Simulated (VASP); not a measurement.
# TiMoS4 (F-43m) in VASP: further runs

TiMoS4 is run at these levels: PBE; tasks: single point, relaxation of cell and atoms.

All numbers are computed with VASP 6.6.1; they aren't measurements. Logs are shortened: lines on timing, memory, paths and dates and some standing lists are left out, and cuts for length are marked.

## (1) The cell of the first run

The structure is cubic, space group F-43m (No. 216). The conventional cell has a = 7.158 Å, b = 7.158 Å, c = 7.158 Å, α = 90.00°, β = 90.00°, γ = 90.00°. Ti (site symmetry -43m) has 12 S at 2.97 Å and 4 Mo at 3.10 Å within 3.9 Å. Within 3.9 Å of Mo (site symmetry -43m) lie 12 S at 2.97 Å and 4 Ti at 3.10 Å. Within 3.3 Å of S (site symmetry 3m) lie 6 S at 2.53 to 2.54 Å and 3 Ti at 2.97 Å and 3 Mo at 2.97 Å.

The cell was built from a structure type or drawn by symmetry, and may not be a known phase.

## (2) Single point, PBE, collinear spin

INCAR

```
PREC = Accurate
ENCUT = 520
EDIFF = 1E-7
ISMEAR = 0
SIGMA = 0.1
LREAL = False
LASPH = True
NELM = 150
ALGO = Normal
ISIF = 2
LWAVE = False
LCHARG = False
ISPIN = 2
MAGMOM = 1 -1 0 0 0 0
LORBIT = 11
LMAXMIX = 4
GGA = PE
NBANDS = 38
```

KPOINTS

```
regular mesh
0
Gamma
  4 4 4
```

POSCAR

```
TiMoS4
1.0
    0.0000000000      3.5787693428      3.5787693428
    3.5787693428      0.0000000000      3.5787693428
    3.5787693428      3.5787693428      0.0000000000
Ti Mo S
1 1 4
Direct
    0.7500000000      0.7500000000      0.7500000000
    0.0000000000      0.0000000000      0.0000000000
    0.3752598544      0.3752598544      0.8742204369
    0.8742204369      0.3752598544      0.3752598544
    0.3752598544      0.3752598544      0.3752598544
    0.3752598544      0.8742204369      0.3752598544
```

Potentials or basis: VASP PAW PBE potentials, release 64 (Ti_sv, Mo_sv, S).

Launch:

```
$ cat potpaw_PBE.64/Ti_sv/POTCAR potpaw_PBE.64/Mo_sv/POTCAR potpaw_PBE.64/S/POTCAR > POTCAR
$ mpirun -np 1 vasp_std > vasp.out
```

OUTCAR:

```text
PREC = Accurate
   ENCUT = 520
   EDIFF = 1E-7
   ISMEAR = 0
   LREAL = False
   LASPH = True
   NELM = 150
   ISIF = 2
   ISPIN = 2
   LORBIT = 11
   GGA = PE

 ion  position               nearest neighbor table
   1  0.750  0.750  0.750-   2 3.10   2 3.10   2 3.10   2 3.10
   2  0.000  0.000  0.000-   4 2.97   6 2.97   3 2.97   4 2.97   3 2.97   6 2.97   5 2.97   5 2.97
                             5 2.97   6 2.97   4 2.97   3 2.97   1 3.10   1 3.10   1 3.10   1 3.10
   3  0.375  0.375  0.874-   4 2.53   5 2.53   6 2.53   5 2.54   6 2.54   4 2.54   2 2.97   2 2.97
                             2 2.97
   4  0.874  0.375  0.375-   3 2.53   5 2.53   6 2.53   5 2.54   3 2.54   6 2.54   2 2.97   2 2.97
                             2 2.97
   5  0.375  0.375  0.375-   3 2.53   4 2.53   6 2.53   3 2.54   6 2.54   4 2.54   2 2.97   2 2.97
                             2 2.97
   6  0.375  0.874  0.375-   3 2.53   4 2.53   5 2.53   3 2.54   5 2.54   4 2.54   2 2.97   2 2.97
                             2 2.97

  LATTYP: Found a face centered cubic cell.
 ALAT       =     7.1575386856

  Lattice vectors:

 A1 = (   0.0000000000,   3.5787693428,   3.5787693428)
 A2 = (   3.5787693428,   0.0000000000,   3.5787693428)
 A3 = (   3.5787693428,   3.5787693428,   0.0000000000)

Analysis of symmetry for initial positions (statically):
=====================================================================
 Subroutine PRICEL returns:
 Original cell was already a primitive cell.

 Routine SETGRP: Setting up the symmetry group for a
 face centered cubic supercell.

 Subroutine GETGRP returns: Found 24 space group operations
 (whereof 24 operations were pure point group operations)
 out of a pool of 48 trial point group operations.

The static configuration has the point symmetry T_d .

Analysis of symmetry for dynamics (positions and initial velocities):
=====================================================================
 Subroutine PRICEL returns:
 Original cell was already a primitive cell.

 Routine SETGRP: Setting up the symmetry group for a
 face centered cubic supercell.

 Subroutine GETGRP returns: Found 24 space group operations
 (whereof 24 operations were pure point group operations)
 out of a pool of 48 trial point group operations.

The dynamic configuration has the point symmetry T_d .

Analysis of structural, dynamic, and magnetic symmetry:
=====================================================================
 Subroutine PRICEL returns:
 Original cell was already a primitive cell.

 Routine SETGRP: Setting up the symmetry group for a
 face centered cubic supercell.

 Subroutine GETGRP returns: Found 24 space group operations
 (whereof 24 operations were pure point group operations)
 out of a pool of 48 trial point group operations.

The overall configuration has the point symmetry T_d .

 Subroutine INISYM returns: Found 24 space group operations
 (whereof 24 operations are pure point group operations),
 and found     1 'primitive' translations

----------------------------------------------------------------------------------------

                                     Primitive cell

  volume of cell :      91.6708

  direct lattice vectors                    reciprocal lattice vectors
     0.000000000  3.578769343  3.578769343    -0.139712832  0.139712832  0.139712832
     3.578769343  0.000000000  3.578769343     0.139712832 -0.139712832  0.139712832
     3.578769343  3.578769343  0.000000000     0.139712832  0.139712832 -0.139712832

  length of vectors
     5.061144141  5.061144141  5.061144141     0.241989724  0.241989724  0.241989724

  position of ions in fractional coordinates (direct lattice)
     0.750000000  0.750000000  0.750000000
     0.000000000  0.000000000  0.000000000
     0.375259854  0.375259854  0.874220437
     0.874220437  0.375259854  0.375259854
     0.375259854  0.375259854  0.375259854
     0.375259854  0.874220437  0.375259854

  ion indices of the primitive-cell ions
   primitive index   ion index
                 1           1
                 2           2
                 3           3
                 4           4
                 5           5
                 6           6

----------------------------------------------------------------------------------------

 KPOINTS: regular mesh

Automatic generation of k-mesh.
 Grid dimensions read from file:
 generate k-points for:    4    4    4

 Generating k-lattice:

  Cartesian coordinates                     Fractional coordinates (reciprocal lattice)
    -0.034928208  0.034928208  0.034928208     0.250000000  0.000000000  0.000000000
     0.034928208 -0.034928208  0.034928208     0.000000000  0.250000000  0.000000000
     0.034928208  0.034928208 -0.034928208     0.000000000  0.000000000  0.250000000

  Length of vectors
     0.060497431  0.060497431  0.060497431

  Shift w.r.t. Gamma in fractional coordinates (k-lattice)
     0.000000000  0.000000000  0.000000000

[... 83 lines left out ...]

 val. band max:       10.0605162270   @ k =   0.5000   0.5000   0.0000
 cond. band min:      10.0739729912   @ k =   0.2500   0.0000   0.0000
 fundamental gap:      0.0134567641
 Fermi energy:        10.0692202342

 spin component 1

 k-point     1 :       0.0000    0.0000    0.0000
  band No.  band energies     occupation
      1     -50.9875      1.00000
      2     -47.3194      1.00000
      3     -25.0689      1.00000
      4     -25.0689      1.00000
      5     -25.0689      1.00000
      6     -23.5745      1.00000
[... 29 lines left out ...]
     36      13.2643      0.00000
     37      13.2643      0.00000

 k-point     2 :       0.2500    0.0000    0.0000
  band No.  band energies     occupation
      1     -50.9875      1.00000
      2     -47.3194      1.00000
      3     -25.0702      1.00000
      4     -25.0697      1.00000
      5     -25.0697      1.00000
      6     -23.5757      1.00000
[... 29 lines left out ...]
     36      13.6074      0.00000
     37      14.7151      0.00000
[... 198 lines left out ...]
     36      14.3405      0.00000
     37      16.8881      0.00000

 k-point     8 :      -0.2500    0.5000    0.2500
  band No.  band energies     occupation
      1     -50.9874      1.00000
      2     -47.3195      1.00000
      3     -25.0736      1.00000
      4     -25.0724      1.00000
      5     -25.0680      1.00000
      6     -23.5781      1.00000
[... 29 lines left out ...]
     36      15.1935      0.00000
     37      16.1200      0.00000
 Fermi energy:        10.0692202342

 spin component 2

 k-point     1 :       0.0000    0.0000    0.0000
  band No.  band energies     occupation
      1     -51.0630      1.00000
      2     -47.6163      1.00000
      3     -25.1526      1.00000
      4     -25.1526      1.00000
      5     -25.1526      1.00000
      6     -23.8719      1.00000
[... 29 lines left out ...]
     36      13.1654      0.00000
     37      13.1654      0.00000

 k-point     2 :       0.2500    0.0000    0.0000
  band No.  band energies     occupation
      1     -51.0630      1.00000
      2     -47.6164      1.00000
      3     -25.1539      1.00000
      4     -25.1535      1.00000
      5     -25.1535      1.00000
      6     -23.8731      1.00000
[... 29 lines left out ...]
     36      13.4839      0.00000
     37      14.6126      0.00000
[... 198 lines left out ...]
     36      14.1917      0.00000
     37      16.7976      0.00000

 k-point     8 :      -0.2500    0.5000    0.2500
  band No.  band energies     occupation
      1     -51.0629      1.00000
      2     -47.6164      1.00000
      3     -25.1577      1.00000
      4     -25.1566      1.00000
      5     -25.1513      1.00000
      6     -23.8759      1.00000
[... 29 lines left out ...]
     36      15.0553      0.00000
     37      15.9897      0.00000
 [bands above 37 left out]

------------------------ aborting loop because EDIFF is reached ----------------------------------------

  FORCE on cell =-STRESS in cart. coord.  units (eV):
  Direction    XX          YY          ZZ          XY          YZ          ZX
  --------------------------------------------------------------------------------------
  -------------------------------------------------------------------------------------
  Total       -0.0445153     -0.0445153     -0.0445153     -0.0000000     -0.0000000      0.0000000
  in kB       -0.7780159     -0.7780159     -0.7780159     -0.0000000     -0.0000000      0.0000000
  external PRESSURE =      -0.7780159 kB  Pullay stress =       0.0000000 kB

 VOLUME and BASIS-vectors are now :
 -----------------------------------------------------------------------------
  energy-cutoff  :      520.00
  volume of cell :       91.67
      direct lattice vectors                 reciprocal lattice vectors
     0.000000000  3.578769343  3.578769343    -0.139712832  0.139712832  0.139712832
     3.578769343  0.000000000  3.578769343     0.139712832 -0.139712832  0.139712832
     3.578769343  3.578769343  0.000000000     0.139712832  0.139712832 -0.139712832

 POSITION                                       TOTAL-FORCE (eV/Angst)
 -----------------------------------------------------------------------------------
      5.36815      5.36815      5.36815        -0.000000      0.000000     -0.000000
      0.00000      0.00000      0.00000        -0.000000      0.000000     -0.000000
      4.47160      4.47160      2.68594         0.006462      0.006462     -0.006462
      2.68594      4.47160      4.47160        -0.006462      0.006462      0.006462
      2.68594      2.68594      2.68594        -0.006462     -0.006462     -0.006462
      4.47160      2.68594      4.47160         0.006462     -0.006462      0.006462
 -----------------------------------------------------------------------------------
    total drift:                               -0.000000     -0.000000      0.000000

  FREE ENERGIE OF THE ION-ELECTRON SYSTEM (eV)
  ---------------------------------------------------
  free  energy   TOTEN  =       -29.2266346799 eV

  energy  without entropy=      -29.1866030401  energy(sigma->0) =      -29.20661886

 total charge

# of ion       s       p       d       tot
------------------------------------------
    1        2.135   6.041   1.887  10.063
    2        2.200   6.049   3.890  12.138
    3        1.435   2.100   0.000   3.534
    4        1.435   2.100   0.000   3.534
    5        1.435   2.100   0.000   3.534
    6        1.435   2.100   0.000   3.534
--------------------------------------------------
tot         10.073  20.488   5.777  36.339

 magnetization (x)

# of ion       s       p       d       tot
------------------------------------------
    1       -0.005  -0.004  -0.295  -0.305
    2       -0.005  -0.004  -0.111  -0.120
    3       -0.003  -0.021   0.000  -0.024
    4       -0.003  -0.021   0.000  -0.024
    5       -0.003  -0.021   0.000  -0.024
    6       -0.003  -0.021   0.000  -0.024
--------------------------------------------------
tot         -0.020  -0.093  -0.406  -0.520
```

Run time: 2.3 min. Hardware: 1 thread of Intel Xeon Platinum 8488C (Sapphire Rapids), shared host; peak memory 0.3 GiB.

What came out:

```
Free energy                                           : -29.2266 eV
Pressure                                              : -0.1 GPa
Largest force                                         : 0.011 eV/Å
Net moment                                            : -0.73 μB per cell
Site moments                                          : Ti -0.30; Mo -0.12; S -0.02 μB
Valence electrons inside the program's atomic spheres : Ti 10.06; Mo 12.14; S 3.53
```

Forces on the atoms (eV/Å):
```
Ti   0.000  0.000  0.000
Mo   0.000  0.000  0.000
S    0.006  0.006 -0.006
S   -0.006  0.006  0.006
S   -0.006 -0.006 -0.006
S    0.006 -0.006  0.006
```

Caveat: the k points lie up to 0.38 Å⁻¹ apart.

## (3) Single point, PBE, collinear spin

This run uses another cell than the first one, of 18.99 Å³/atom.

INCAR

```
PREC = Accurate ; ENCUT = 520
EDIFF = 1E-7 ; ISMEAR = 0
SIGMA = 0.1 ; LREAL = False
LASPH = True ; NELM = 150
ALGO = Normal ; ISIF = 2
LWAVE = False ; LCHARG = False
ISPIN = 2 ; MAGMOM = 1 -1 0 0 0 0
LORBIT = 11 ; LMAXMIX = 4
GGA = PE ; NBANDS = 38
```

KPOINTS

```
Automatic mesh
0
Gamma
  4 4 4
```

POSCAR

```
TiMoS4
1.0
    0.0000000000      3.8479112800      3.8479112800
    3.8479112800      0.0000000000      3.8479112800
    3.8479112800      3.8479112800      0.0000000000
Ti Mo S
1 1 4
Direct
    0.7500000000      0.7500000000      0.7500000000
    0.0000000000      0.0000000000      0.0000000000
    0.3748620500      0.3748620500      0.8754138400
    0.8754138400      0.3748620500      0.3748620500
    0.3748620500      0.3748620500      0.3748620500
    0.3748620500      0.8754138400      0.3748620500
```

Potentials or basis: VASP PAW PBE potentials, release 64 (Ti_sv, Mo_sv, S).

Launch:

```
$ cat potpaw_PBE.64/Ti_sv/POTCAR potpaw_PBE.64/Mo_sv/POTCAR potpaw_PBE.64/S/POTCAR > POTCAR
$ mpirun -np 1 vasp_std > vasp.out
```

Wall time 2.2 min (1 thread of Intel Xeon Platinum 8488C (Sapphire Rapids), shared host); peak memory 0.31 GiB.

Results (log left out):

```yaml
Free_energy: -28.3891 eV
Pressure: -8.5 GPa
Largest_force: 0.016 eV/Å
Net_moment: -1.68 μB per cell
Site_moments: Ti +1.07; Mo -2.56; S +0.00 μB
Valence_electrons_inside_the_program's_atomic_spheres: Ti 9.96; Mo 12.01; S 3.52
```

Forces on the atoms (eV/Å):
```
Ti   0.000  0.000  0.000
Mo   0.000  0.000  0.000
S   -0.009 -0.009  0.009
S    0.009 -0.009 -0.009
S    0.009  0.009  0.009
S   -0.009  0.009 -0.009
```

Levels at points of the mesh, in eV from the Fermi level:
Spin up:
```csv
k point,band 22,band 23,band 24,band 25,band 26,band 27
"(0.00, 0.00, 0.00)",-0.42,0.64,0.64,0.64,0.88,0.88
"(0.50, 0.00, 0.00)",-1.13,0.11,0.11,0.35,0.41,0.41
"(0.50, 0.50, 0.00)",-2.83,-0.64,-0.64,0.13,0.25,0.96
```
Spin down:
| k point | band 23 | band 24 | band 25 | band 26 | band 27 | band 28 | band 29 | band 30 |
| --- | --- | --- | --- | --- | --- | --- | --- | --- |
| (0.00, 0.00, 0.00) | 0.04 | 0.04 | 0.65 | 0.65 | 0.65 | 1.34 | 1.34 | 1.34 |
| (0.50, 0.00, 0.00) | -0.73 | -0.73 | -0.17 | -0.17 | 0.26 | 0.71 | 0.90 | 0.90 |
| (0.50, 0.50, 0.00) | -1.21 | -1.21 | -0.86 | -0.53 | 0.47 | 0.94 | 1.05 | 1.05 |

Caveat: the cell stands under tension.

## (4) Relaxation of cell and atoms, PBE, collinear spin

This run uses another cell than the first one, of 18.99 Å³/atom.

INCAR

```
SYSTEM = TiMoS4
ALGO = Normal
EDIFF = 1E-7
EDIFFG = -0.04
ENCUT = 600
GGA = PE
IBRION = 2
ISIF = 3
ISMEAR = 0
ISPIN = 2
LASPH = .TRUE.
LCHARG = .FALSE.
LMAXMIX = 4
LORBIT = 11
LREAL = .FALSE.
LWAVE = .FALSE.
MAGMOM = 1 -1 0 0 0 0
NELM = 150
NSW = 90
PREC = Accurate
SIGMA = 0.1
```

KPOINTS

```
k-points
0
G
  4 4 4
  0 0 0
```

POSCAR is that of step 3.

Launch:

```
$ cat potpaw_PBE.64/Ti_sv/POTCAR potpaw_PBE.64/Mo_sv/POTCAR potpaw_PBE.64/S/POTCAR > POTCAR
$ mpirun -np 1 vasp_std > vasp.out
```

It took 11 min on 1 thread of Intel Xeon Platinum 8488C (Sapphire Rapids), shared host; peak memory 0.45 GiB.

It converged, with:

```yaml
Free_energy: -29.2309 eV
Relaxed_volume: 15.22 Å³/atom
Relaxed_cell: a = 5.055 Å, b = 5.055 Å, c = 5.055 Å, α = 60.00°, β = 60.00°, γ = 60.00°
Space_group_after_relaxing_to_0.1_Å: F-43m (No. 216)
Energy_gained_by_relaxing: 140.3 meV/atom
Ionic_steps: 6
Pressure_after_relaxing: 0.2 GPa
Largest_force_after_relaxing: 0.028 eV/Å
Band_gap_on_the_k_mesh: zero (filled and empty bands overlap)
Net_moment: -0.01 μB per cell
Valence_electrons_inside_the_program's_atomic_spheres: Ti 10.07; Mo 12.14; S 3.53
```

Forces in eV/Å, atoms in the order of the input:
```
Ti   0.000  0.000  0.000
Mo   0.000  0.000  0.000
S    0.016  0.016 -0.016
S   -0.016  0.016  0.016
S   -0.016 -0.016 -0.016
S    0.016 -0.016  0.016
```

The path:
```
step  energy change (eV)  largest force (eV/Å)  pressure (GPa)  volume (Å³)
   1              0.0000                0.0161           -8.50       113.95
   2             -0.7233                0.0590           -5.22        98.13
   3             -0.8362                0.0925            1.38        90.30
   4             -0.8415                0.0915           -0.21        91.79
   5             -0.8415                0.0919            0.21        91.37
   6             -0.8421                0.0285            0.24        91.35
```

Final structure:
```
CELL_PARAMETERS angstrom
0.00000 3.57454 3.57454
3.57454 0.00000 3.57454
3.57454 3.57454 0.00000
ATOMIC_POSITIONS crystal
Ti 0.75000 0.75000 0.75000
Mo 0.00000 0.00000 0.00000
S 0.37534 0.37534 0.87398
S 0.87398 0.37534 0.37534
S 0.37534 0.37534 0.37534
S 0.37534 0.87398 0.37534
```

Levels at points of the mesh, in eV from the Fermi level:
Spin up:
| k point | band 22 | band 23 | band 24 | band 25 | band 26 | band 27 |
| --- | --- | --- | --- | --- | --- | --- |
| (0.00, 0.00, 0.00) | -0.67 | 0.96 | 0.96 | 1.18 | 1.18 | 1.18 |
| (0.50, 0.00, 0.00) | -1.93 | -0.21 | -0.21 | 0.34 | 0.34 | 0.36 |
| (0.50, 0.50, 0.00) | -3.71 | -1.14 | -1.14 | 0.07 | 0.37 | 0.86 |
Spin down:
```csv
k point,band 22,band 23,band 24,band 25,band 26,band 27
"(0.00, 0.00, 0.00)",-0.67,0.96,0.96,1.18,1.18,1.18
"(0.50, 0.00, 0.00)",-1.94,-0.21,-0.21,0.33,0.33,0.35
"(0.50, 0.50, 0.00)",-3.71,-1.14,-1.14,0.07,0.37,0.86
```

Caveat: the volume moved by over 15 % at a fixed basis, so the end points are rough.

## (5) The runs side by side

| task | cell | cutoff (eV) | gap on the mesh (eV) | pressure (GPa) | moment (μB) | largest force (eV/Å) |
| --- | --- | --- | --- | --- | --- | --- |
| single point | a = 5.061 Å, angles 60.0°, 6 atoms | 520 | none | -0.1 | 0.73 | 0.01 |
| single point | a = 5.442 Å, angles 60.0°, 6 atoms | 520 | none | -8.5 | 1.68 | 0.02 |
| relaxation of cell and atoms | relaxed from a = 5.442 Å, angles 60.0°, 6 atoms | 600 | none | 0.2 | 0.01 | 0.03 |

Alike in all rows: level PBE; potentials or basis VASP PAW PBE potentials, release 64 (Ti_sv, Mo_sv, S); spin collinear; k mesh 4 × 4 × 4; smearing gaussian 0.1 eV.

Caveats: some runs use coarse meshes; the cell stands under tension (at least some runs); the volume moved by over 15 % at a fixed basis, so the end points are rough (at least some runs).

Total energies depend on the potentials used, so only differences within one code and one set of settings carry meaning.
